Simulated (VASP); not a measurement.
ZnS:

```
Zn S
1.0
     9.60666    0.00000    0.00000
     8.85266    3.73071    0.00000
     8.85266    1.78916    3.27370
Zn S
3 3
Direct
  0.99997 0.99997 0.99997
  0.22227 0.22227 0.22227
  0.44461 0.44461 0.44461
  0.08327 0.08327 0.08327
  0.52784 0.52784 0.52784
  0.30536 0.30536 0.30536
```

Base run:

```yaml
Program: VASP 6.6.1
Functional: PBEsol
Potentials_or_basis: VASP PAW PBE potentials, release 64 (Zn, S)
Cutoff: 520 eV
k_mesh: 6 × 6 × 6
Occupations: methfessel-paxton, width 0.1 eV
Spin: no spin polarisation
```

Its results: band gap on the k mesh 2.06 eV; pressure -1.1 GPa; largest force 0.010 eV/Å.

Question: The run is repeated on the same cell with these changes: hubbard terms from none to Zn d U = 4.0 eV. What comes out?

Answer: Band gap on the k mesh 2.32 eV; pressure -2.5 GPa; largest force 0.016 eV/Å.

The U term pushes filled and empty states of the shell apart.

Caveats: the PAW data sets were made with another functional, which shifts forces and pressure a little.

A k mesh can miss the band edges.
